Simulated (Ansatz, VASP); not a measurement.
**NaCl: VASP beside Ansatz**

```
CELL_PARAMETERS angstrom
0.00000 2.83175 2.83175
2.83175 0.00000 2.83175
2.83175 2.83175 0.00000
ATOMIC_POSITIONS crystal
Na 0.00000 0.00000 0.00000
Cl 0.47191 0.52809 0.50000
```

Change from the starting cell: all Cl atoms moved +0.113 Å, as atom 2 along Cartesian [1 -1 0].

Alike in both runs: task single point; functional PBE; k mesh 8 × 8 × 8; occupations gaussian, width 0.05 eV; no spin polarisation.

|  | VASP | Ansatz |
| --- | --- | --- |
| version | VASP 6.6.1 | Ansatz 0.2.0 |
| potentials or method | VASP PAW PBE potentials, release 64 (Na_pv, Cl), cutoff 520 eV | scalar-relativistic, plane waves, PAW |
| valence electrons in the cell | 14 | 16 |

|  | VASP | Ansatz | Ansatz less VASP |
| --- | --- | --- | --- |
| gap on the k mesh at the Fermi level (eV) | 5.06 | 5.06 | 0.000 |
| least direct gap on the mesh (eV) | 5.06 | 5.06 | 0.000 |
| pressure (GPa) | 0.5 | 0.6 | +0.03 |
| traceless stress, the component that is largest in VASP (GPa) | -0.16 | -0.16 | +0.002 |
| rms of the force components (eV/Å) | 0.085 | 0.084 | -0.0008 |

Atom by atom the forces differ by 0.001 eV/Å (rms over components). VASP's potentials hold 14 valence electrons a cell and Ansatz's 16, so a difference there can come from the potentials and not from the codes.
